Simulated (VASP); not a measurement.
# Si19C18 (a cell with a defect) in VASP: further runs, part 2 of 2

VASP 6.6.1.

### 3 Single point, PBE (with an interstitial atom, then relaxed in part)

Input file INCAR:

```
SYSTEM = Si19C18
  PREC = Accurate
  ENCUT = 520
  EDIFF = 1E-6
  ISMEAR = 0
  SIGMA = 0.01
  LREAL = Auto
  LASPH = .TRUE.
  NELM = 100
  ALGO = Normal
  ISIF = 2
  LWAVE = .FALSE.
  LCHARG = .TRUE.
  GGA = PE
  LELF = .TRUE.
  LVHAR = .TRUE.
  NBANDS = 98
  NELECT = 146.0
```

Input file KPOINTS:

```
Automatic mesh
0
Gamma
  2 2 2
  0.5 0.5 0.5
```

Input file POSCAR:

```
Si19C18
1.0
    4.6379047771      2.6776955715     -5.0742922873
    0.0000000000     -5.3553911431     -5.0742922873
   -4.6379047771      2.6776955715     -5.0742922873
Si C
19 18
Direct
    0.9462854641      0.2793146663      0.2809139219
    0.9485678855      0.9458393201      0.5835918209
    0.2821484648      0.2793483081      0.9450298060
    0.6090383230      0.2802669383      0.6077765879
    0.2821565056      0.9434812388      0.2809125753
    0.9486587800      0.5820191319      0.9473302036
    0.2830662498      0.6062079423      0.6078326841
    0.5848111293      0.9458214866      0.9473516632
    0.6090310422      0.6062331574      0.2818504342
    0.8975040870      0.2262400017      0.8961796742
    0.8974496403      0.8946217211      0.2278563841
    0.2259652552      0.2231648593      0.5565535331
    0.5578019122      0.2231477971      0.2247252346
    0.2290255409      0.8946441066      0.8962716055
    0.8922126102      0.5534813912      0.5550604936
    0.2259682603      0.5549634253      0.2247270291
    0.5562942772      0.8893987968      0.5550547680
    0.5562913804      0.5535024278      0.8909760948
    0.9127714010      0.9100097512      0.9115691364
    0.8184947164      0.1578783096      0.1594540269
    0.8184586343      0.8156484442      0.4854162102
    0.1607431071      0.1579135701      0.8172241728
    0.4875648331      0.1515993783      0.4863243982
    0.1607022030      0.8156583366      0.1595206157
    0.8184672797      0.4838325794      0.8172378921
    0.1544220372      0.4847705823      0.4863303950
    0.4866120095      0.8156624136      0.8172317657
    0.4875832005      0.4847624880      0.1531819607
    0.1022343548      0.4266700879      0.1009985940
    0.1022369286      0.0994174432      0.4282529643
    0.4334631717      0.4306196807      0.7649643086
    0.7662041793      0.4306264146      0.4321852541
    0.4294852325      0.0994334679      0.1009903664
    0.0961116544      0.7619179440      0.7634519984
    0.4334236444      0.7633824616      0.4322114266
    0.7646629461      0.0933371972      0.7634471678
    0.7646857055      0.7618990244      0.0948573424
```

Potentials or basis: VASP PAW PBE potentials, release 64 (Si, C).

Command:

```
> cat potpaw_PBE.64/Si/POTCAR potpaw_PBE.64/C/POTCAR > POTCAR
> mpirun -np 1 vasp_std > vasp.out
```

OUTCAR:

```text
SYSTEM = Si19C18
   PREC = Accurate
   ENCUT = 520
   EDIFF = 1E-6
   ISMEAR = 0
   LREAL = Auto
   LASPH = .TRUE.
   NELM = 100
   ISIF = 2
   GGA = PE
   NELECT = 146.0

 ion  position               nearest neighbor table
   1  0.946  0.279  0.281-  32 1.88  20 1.88  30 1.88  29 1.88   2 2.96   6 2.96  11 3.05  10 3.05
                            15 3.06   4 3.08   9 3.08  12 3.10  16 3.10  13 3.10   5 3.12   3 3.12
   2  0.949  0.946  0.584-  30 1.83  21 1.83  36 2.00  34 2.00  19 2.34  11 2.84   1 2.96   5 2.96
                            17 3.06  15 3.06   4 3.13   7 3.13  12 3.13
   3  0.282  0.279  0.945-  31 1.88  22 1.88  29 1.88  33 1.88   6 2.96   8 2.96  10 3.05  14 3.05
                            18 3.06   7 3.08   4 3.08  16 3.10  13 3.10  12 3.10   1 3.12   5 3.12
   4  0.609  0.280  0.608-  23 1.89  32 1.89  31 1.89  36 1.94   9 3.02   7 3.02  13 3.05  12 3.05
                             1 3.08   3 3.08  17 3.10  15 3.11  18 3.11   2 3.13   8 3.13
   5  0.282  0.943  0.281-  35 1.88  24 1.88  30 1.88  33 1.88   8 2.96   2 2.96  14 3.05  11 3.05
                            17 3.06   9 3.08   7 3.08  13 3.10  12 3.10  16 3.10   1 3.12   3 3.12
   6  0.949  0.582  0.947-  29 1.83  25 1.83  34 2.00  37 2.00  19 2.34  10 2.84   3 2.96   1 2.96
                            15 3.06  18 3.06   7 3.13   9 3.13  16 3.13
   7  0.283  0.606  0.608-  26 1.89  31 1.89  35 1.89  34 1.94   4 3.02   9 3.02  12 3.05  16 3.05
                             3 3.08   5 3.08  15 3.10  18 3.11  17 3.11   6 3.13   2 3.13
   8  0.585  0.946  0.947-  33 1.83  27 1.83  36 2.00  37 2.00  19 2.34  14 2.84   3 2.96   5 2.96
                            17 3.06  18 3.06   4 3.13   9 3.13  13 3.13
   9  0.609  0.606  0.282-  28 1.89  32 1.89  35 1.89  37 1.94   4 3.02   7 3.02  16 3.05  13 3.05
[... 25 lines left out ...]
  24  0.161  0.816  0.160-  16 1.87   5 1.88  14 1.90  11 1.90
  25  0.818  0.484  0.817-   6 1.83  10 1.87  15 1.89  18 1.89
  26  0.154  0.485  0.486-  16 1.88  12 1.88  15 1.88   7 1.89
  27  0.487  0.816  0.817-   8 1.83  14 1.87  18 1.89  17 1.89
  28  0.488  0.485  0.153-  16 1.88  13 1.88  18 1.88   9 1.89
  29  0.102  0.427  0.101-   6 1.83   3 1.88   1 1.88  16 1.91
  30  0.102  0.099  0.428-   2 1.83   1 1.88   5 1.88  12 1.91
  31  0.433  0.431  0.765-   3 1.88  18 1.89   7 1.89   4 1.89
  32  0.766  0.431  0.432-   1 1.88  15 1.89   9 1.89   4 1.89
  33  0.429  0.099  0.101-   8 1.83   5 1.88   3 1.88  13 1.91
  34  0.096  0.762  0.763-  19 1.87   7 1.94   6 2.00   2 2.00  14 2.02
  35  0.433  0.763  0.432-   5 1.88  17 1.89   9 1.89   7 1.89
  36  0.765  0.093  0.763-  19 1.87   4 1.94   2 2.00   8 2.00  10 2.02
  37  0.765  0.762  0.095-  19 1.86   9 1.94   8 2.00   6 2.00  11 2.02

  LATTYP: Found a trigonal (rhomboedric) cell.
 ALAT       =     7.3775779570
 COS(alpha) =     0.2096016290

  Lattice vectors:

 A1 = (   4.6379047771,   2.6776955715,  -5.0742922873)
 A2 = (   0.0000000000,  -5.3553911431,  -5.0742922873)
 A3 = (  -4.6379047771,   2.6776955715,  -5.0742922873)

Analysis of symmetry for initial positions (statically):
=====================================================================
 Subroutine PRICEL returns:
 Original cell was already a primitive cell.

 Routine SETGRP: Setting up the symmetry group for a
 trigonal (rhombohedral) supercell.

 Subroutine GETGRP returns: Found  1 space group operations
 (whereof  1 operations were pure point group operations)
 out of a pool of 12 trial point group operations.

The static configuration has the point symmetry C_1 .

Analysis of symmetry for dynamics (positions and initial velocities):
=====================================================================
 Subroutine PRICEL returns:
 Original cell was already a primitive cell.

 Routine SETGRP: Setting up the symmetry group for a
 trigonal (rhombohedral) supercell.

 Subroutine GETGRP returns: Found  1 space group operations
 (whereof  1 operations were pure point group operations)
 out of a pool of 12 trial point group operations.

The dynamic configuration has the point symmetry C_1 .
[... 139 lines left out ...]
   PREC   = accura    normal or accurate (medium, high low for compatibility)
   ISTART =      0    job   : 0-new  1-cont  2-samecut
   ICHARG =      2    charge: 1-file 2-atom 10-const
   ISPIN  =      1    spin polarized calculation?
   LNONCOLLINEAR =      F non collinear calculations
   LSORBIT =      F    spin-orbit coupling
   LASPH  =      T    aspherical Exc in radial PAW
   ENCUT  =  520.0 eV  38.22 Ry    6.18 a.u.  13.72 13.72 13.72*2*pi/ulx,y,z
   NELM   =    100;   NELMIN=  2; NELMDL= -5     # of ELM steps
   EDIFF  = 0.1E-05   stopping-criterion for ELM
   LREAL  =      T    real-space projection
   EDIFFG = 0.1E-04   stopping-criterion for IOM
   NSW    =      0    number of steps for IOM
   IBRION =     -1    ionic relax: 0-MD 1-quasi-New 2-CG
   NFREE  =      0    steps in history (QN), initial steepest desc. (CG)
   ISIF   =      2    stress and relaxation
   ISYM   =      2    0-nonsym 1-usesym 2-fastsym
   POTIM  = 0.5000    time-step for ionic-motion
   TEBEG  =    0.0;   TEEND  =   0.0 temperature during run
   PSTRESS=    0.0 pullay stress
   NELECT =     146.0000    total number of electrons
   NUPDOWN=      -1.0000    fix difference up-down
   EMIN   =  10.00;   EMAX   =-10.00  energy-range for DOS
   EFERMI =   0.00;   METHOD = LEGACY
   ISMEAR =     0;   SIGMA  =   0.01  broadening in eV -4-tet -1-fermi 0-gaus
   EFERMI_NEDOS =   21; number of points for ismear=-14 and -15
   IALGO  =     38    algorithm
   IMIX   =      4    mixing-type and parameters
     AMIX     =   0.40;   BMIX     =  1.00
     AMIX_MAG =   1.60;   BMIX_MAG =  1.00
  volume/ion in A,a.u.               =      10.22        68.96
  Fermi-wavevector in a.u.,A,eV,Ry     =   1.192127  2.252793 19.336149  1.421167
  Thomas-Fermi vector in A             =   2.328173
   LORBIT       =      0    0 simple, 1 ext, 2 COOP (PROOUT), +10 PAW based schemes
   GGA     = PE    functional components
   LHFCALC =     F    Hartree Fock is set to
   AEXX    =    0.0000 exact exchange contribution
   IVDW    =     0    specifies the selected vdW correction
   LEPSILON=     F    determine dielectric tensor
   LRPA    =     F    only Hartree local field effects (RPA)
 non-spin polarized calculation
 Gauss-broadening in eV      SIGMA  =   0.01
  energy-cutoff  :      520.00
  volume of cell :      378.10
 maximum number of plane-waves:     10189
 NGX is ok and might be reduce to    54
   NGX = 27   NGY = 27   NGZ = 27

 number of electron     145.9999999 magnetization

 Free energy of the ion-electron system (eV)
  ---------------------------------------------------
  ext. energy  EPLUGINS =         0.00000000
  ---------------------------------------------------
  free energy    TOTEN  =      -288.24986177 eV

  energy without entropy =     -288.24986177  energy(sigma->0) =     -288.24986177

 E-fermi :   9.7982     XC(G=0): -11.3767

 val. band max:        9.7369889989   @ k =  -0.2500   0.2500   0.2500
 cond. band min:      11.0461371045   @ k =   0.2500   0.2500  -0.2500
 fundamental gap:      1.3091481056
 Fermi energy:         9.7982276410

 k-point     1 :       0.2500    0.2500    0.2500
  band No.  band energies     occupation
      1      -7.3597      2.00000
      2      -5.8934      2.00000
      3      -5.3639      2.00000
      4      -5.3635      2.00000
      5      -4.8376      2.00000
      6      -4.5027      2.00000
[... 341 lines left out ...]
     84      13.2444      0.00000
     85      13.3526      0.00000
 [bands above 85 left out]

------------------------ aborting loop because EDIFF is reached ----------------------------------------

  FORCE on cell =-STRESS in cart. coord.  units (eV):
  Direction    XX          YY          ZZ          XY          YZ          ZX
  --------------------------------------------------------------------------------------
  -------------------------------------------------------------------------------------
  Total       -9.7038225     -9.7127257     -1.2447846     -0.0029953     -0.0208939     -0.0042101
  in kB      -41.1191066    -41.1568328     -5.2746670     -0.0126922     -0.0885359     -0.0178400
  external PRESSURE =     -29.1835355 kB  Pullay stress =       0.0000000 kB

 VOLUME and BASIS-vectors are now :
 -----------------------------------------------------------------------------
  energy-cutoff  :      520.00
  volume of cell :      378.10
      direct lattice vectors                 reciprocal lattice vectors
     4.637904777  2.677695572 -5.074292287     0.107807302  0.062242575 -0.065690606
     0.000000000 -5.355391143 -5.074292287     0.000000000 -0.124485149 -0.065690606
    -4.637904777  2.677695572 -5.074292287    -0.107807302  0.062242575 -0.065690606

 POSITION                                       TOTAL-FORCE (eV/Angst)
 -----------------------------------------------------------------------------------
      3.08593      1.79023     -7.64449        -0.000301     -0.003429      0.001492
      1.69272     -0.96268    -12.57409        -0.010418      0.010491     -0.006093
     -3.07438      1.78999     -7.64456         0.000412      0.003434     -0.002294
      0.00585      1.75732     -7.59663        -0.001804      0.007488      0.001747
      0.00577     -3.54498     -7.64468        -0.000276      0.000235      0.004236
      0.00616      1.95994    -12.57414        -0.006283     -0.016396     -0.006757
[... 29 lines left out ...]
      0.00564      3.59196     -8.22770         0.001335     -0.001442     -0.006411
      3.10660     -1.77867     -8.22767        -0.006530      0.002295     -0.010115
 -----------------------------------------------------------------------------------
    total drift:                                0.034211      0.012938     -0.033008

  FREE ENERGIE OF THE ION-ELECTRON SYSTEM (eV)
  ---------------------------------------------------
  free  energy   TOTEN  =      -288.2498617692 eV

  energy  without entropy=     -288.2498617692  energy(sigma->0) =     -288.24986177
```

Wall time 4.9 min (1 thread of Oxide Virtual Turin-like, shared host); peak memory 0.4 GiB.

Results:

```yaml
Free_energy: -288.2499 eV
Largest_force: 0.019 eV/Å
```

Forces on the atoms (eV/Å):
```
Si   0.000 -0.003  0.001
Si  -0.010  0.010 -0.006
Si   0.000  0.003 -0.002
Si  -0.002  0.007  0.002
Si   0.000  0.000  0.004
Si  -0.006 -0.016 -0.007
Si  -0.003 -0.008  0.002
Si   0.012  0.009 -0.006
Si   0.007 -0.005  0.002
Si  -0.009 -0.003  0.001
Si  -0.001 -0.002  0.004
Si   0.006 -0.001  0.005
Si  -0.002 -0.002  0.005
Si   0.004 -0.003  0.006
Si  -0.008 -0.003  0.000
Si   0.000  0.004  0.002
Si  -0.004  0.007  0.003
Si   0.007 -0.001 -0.001
Si  -0.001  0.003  0.013
C    0.001 -0.002 -0.006
C    0.003 -0.005  0.002
C   -0.001 -0.003 -0.006
C    0.003  0.000 -0.001
C    0.002 -0.003 -0.002
C    0.005  0.005  0.005
C    0.005  0.005  0.001
C    0.001 -0.003 -0.003
C   -0.004  0.003  0.003
C    0.003  0.000 -0.004
C    0.004 -0.001 -0.005
C   -0.014  0.003  0.003
C    0.010  0.006  0.002
C   -0.001  0.003  0.000
C    0.002  0.004 -0.005
C   -0.001 -0.008  0.004
C    0.001 -0.001 -0.006
C   -0.007  0.002 -0.010
```

Caveat: the cell carries a net charge on a neutralising background, which shifts energy and pressure; the cell differs from its parent crystal (with an interstitial atom, then relaxed in part); the cell is charged against a uniform background, so pressure and absolute levels hang on convention.

### 4 Single point, PBE, collinear spin (with an interstitial atom, then relaxed in part)

Input file INCAR:

```
SYSTEM = Si19C18
  ALGO = Normal
  EDIFF = 1E-7
  ENCUT = 520
  GGA = PE
  ISIF = 2
  ISMEAR = 0
  ISPIN = 2
  LASPH = .True.
  LCHARG = .False.
  LORBIT = 11
  LREAL = Auto
  LWAVE = .False.
  MAGMOM = 0 0 0 0 0 0 0 0 0 0.1 0.1 0 0 0.1 0 0 0 0 0.1 0.1 0 0.1 0 0.1 0 0 0 0 0 0 0 0 0 0.1 0 0.1 0.1
  NBANDS = 102
  NELECT = 145.0
  NELM = 150
  PREC = Accurate
  SIGMA = 0.01
```

KPOINTS is that of step 3.

Input file POSCAR:

```
Si19C18
1.0
    4.6379047771      2.6776955715     -5.0742922873
    0.0000000000     -5.3553911431     -5.0742922873
   -4.6379047771      2.6776955715     -5.0742922873
Si C
19 18
Direct
    0.9471273430      0.2779380397      0.2798007037
    0.9490237503      0.9456869935      0.5853124151
    0.2812680132      0.2779339140      0.9456583455
    0.6094143203      0.2803774196      0.6079481028
    0.2812697469      0.9437943822      0.2797999639
    0.9490219838      0.5834649013      0.9475531129
    0.2837124091      0.6060826652      0.6079466389
    0.5867857510      0.9456894069      0.9475515055
    0.6094180687      0.6060831511      0.2822417491
    0.8958376037      0.2341540435      0.8943799501
    0.8958379466      0.8924954479      0.2360122357
    0.2257803160      0.2224471965      0.5557153151
    0.5571808272      0.2224482569      0.2243162035
    0.2374832313      0.8924939711      0.8943674729
    0.8925212113      0.5520714954      0.5539401740
    0.2257839914      0.5538451659      0.2243146415
    0.5554076197      0.8891867487      0.5539391702
    0.5554085369      0.5520707272      0.8910524347
    0.9155687968      0.9122538920      0.9140962119
    0.8198073885      0.1538176555      0.1556908813
    0.8176152554      0.8142783003      0.4884007235
    0.1571511691      0.1538155937      0.8183419247
    0.4883914033      0.1509351097      0.4869268491
    0.1571552912      0.8164721521      0.1556858279
    0.8176176155      0.4865379077      0.8161488852
    0.1542702000      0.4850590783      0.4869261522
    0.4898721556      0.8142777524      0.8161467568
    0.4883959393      0.4850589653      0.1528012781
    0.1017388994      0.4258965188      0.1002688475
    0.1017405501      0.0984074831      0.4277572210
    0.4324641358      0.4291323125      0.7649278734
    0.7663956330      0.4291319928      0.4309986065
    0.4292279664      0.0984065306      0.1002699857
    0.0941461851      0.7642084819      0.7660688537
    0.4324664882      0.7630630600      0.4309969793
    0.7675352844      0.0908131773      0.7660644500
    0.7675409455      0.7642111221      0.0926760800
```

Command:

```
> cat potpaw_PBE.64/Si/POTCAR potpaw_PBE.64/C/POTCAR > POTCAR
> mpirun -np 1 vasp_std > vasp.out
```

Run time: 12 min. Hardware: 1 thread of Oxide Virtual Turin-like, shared host; peak memory 0.61 GiB.

The run converged. Its results:

| Item | Value |
| --- | --- |
| Free energy | -298.0323 eV |
| Largest force | 0.194 eV/Å |
| Net moment | 1.00 μB per cell |
| Site moments | Si +0.00, +0.01, +0.21 (each value once); C +0.02, +0.01, +0.00 (each value once) μB |
| Valence electrons inside the program's atomic spheres | Si 1.64, 1.66, 1.61, 1.63, 1.73 (each value once); C 2.51, 2.56, 2.53, 2.54, 2.52, 2.48 (each value once) |

Forces on the atoms (eV/Å):
```
Si  -0.005 -0.001  0.022
Si  -0.028  0.016  0.016
Si   0.004 -0.002  0.021
Si   0.000  0.051 -0.013
Si   0.002  0.003  0.023
Si   0.000 -0.031  0.016
Si  -0.044 -0.025 -0.010
Si   0.027  0.016  0.017
Si   0.043 -0.025 -0.013
Si   0.001 -0.055 -0.032
Si  -0.049  0.026 -0.032
Si  -0.019  0.009 -0.007
Si   0.020  0.011 -0.005
Si   0.046  0.026 -0.032
Si   0.003  0.002  0.005
Si   0.000 -0.022 -0.004
Si   0.000 -0.003  0.002
Si  -0.002  0.001  0.004
Si   0.002  0.001  0.194
C   -0.003  0.001 -0.032
C    0.036 -0.022 -0.014
C   -0.002  0.007 -0.035
C    0.004  0.004  0.007
C   -0.002  0.000 -0.032
C   -0.002  0.044 -0.019
C   -0.002 -0.002  0.007
C   -0.036 -0.021 -0.014
C    0.009 -0.004  0.007
C    0.001  0.002 -0.024
C    0.007 -0.003 -0.019
C   -0.006  0.002 -0.008
C    0.009  0.000 -0.011
C   -0.007 -0.004 -0.021
C    0.003  0.004  0.015
C    0.000 -0.005 -0.009
C   -0.002 -0.005  0.016
C   -0.006  0.002  0.016
```

Levels at points of the mesh, in eV from the Fermi level:
Spin up:
| k point | band 69 | band 70 | band 71 | band 72 | band 73 | band 74 | band 75 | band 76 | band 77 | band 78 |
| --- | --- | --- | --- | --- | --- | --- | --- | --- | --- | --- |
| (0.25, 0.25, 0.25) | -2.20 | -2.03 | -1.42 | -1.42 | -0.47 | 1.64 | 1.88 | 1.88 | 2.28 | 2.28 |
Spin down:
```csv
k point,band 70,band 71,band 72,band 73,band 74,band 75
"(0.25, 0.25, 0.25)",-2.02,-1.39,-1.39,0.09,1.68,1.91
```

Caveat: the cell carries a net charge on a neutralising background, which shifts energy and pressure; the cell differs from its parent crystal (with an interstitial atom, then relaxed in part); the cell is charged against a uniform background, so pressure and absolute levels hang on convention.
